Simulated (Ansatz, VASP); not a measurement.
Two plane-wave programs on TiCo2

```
CELL_PARAMETERS angstrom
0.00000 2.91901 4.12749
2.91901 0.00000 4.12749
2.91901 2.91901 0.00000
ATOMIC_POSITIONS crystal
Ti 0.50000 0.50000 0.50000
Ti 0.75000 0.75000 0.75000
Co 0.12500 0.12500 0.12500
Co 0.62500 0.12500 0.12500
Co 0.12500 0.12500 0.62500
Co 0.12500 0.62500 0.12500
```

Alike in both runs: task single point; functional PBEsol; k mesh 14 × 14 × 14; occupations gaussian, width 0.15 eV; no spin polarisation.

```csv
,VASP,Ansatz
version,VASP 6.6.1,Ansatz 0.2.0
potentials or method,"VASP PAW PBE potentials, release 64 (Ti_sv, Co), cutoff 520 eV","scalar-relativistic, plane waves, PAW"
valence electrons in the cell,60,92
```

```tsv
	VASP	Ansatz	Ansatz less VASP
gap on the k mesh at the Fermi level (eV)	none	none	-
pressure (GPa)	13.5	14.8	+1.24
traceless stress, the component that is largest in VASP (GPa)	-30.84	-32.03	-1.190
```

VASP's potentials were made for PBE, not for PBEsol. A gap of «none» marks a metal or a gap that the smearing closes. VASP's potentials hold 60 valence electrons a cell and Ansatz's 92, so a difference there can come from the potentials and not from the codes.
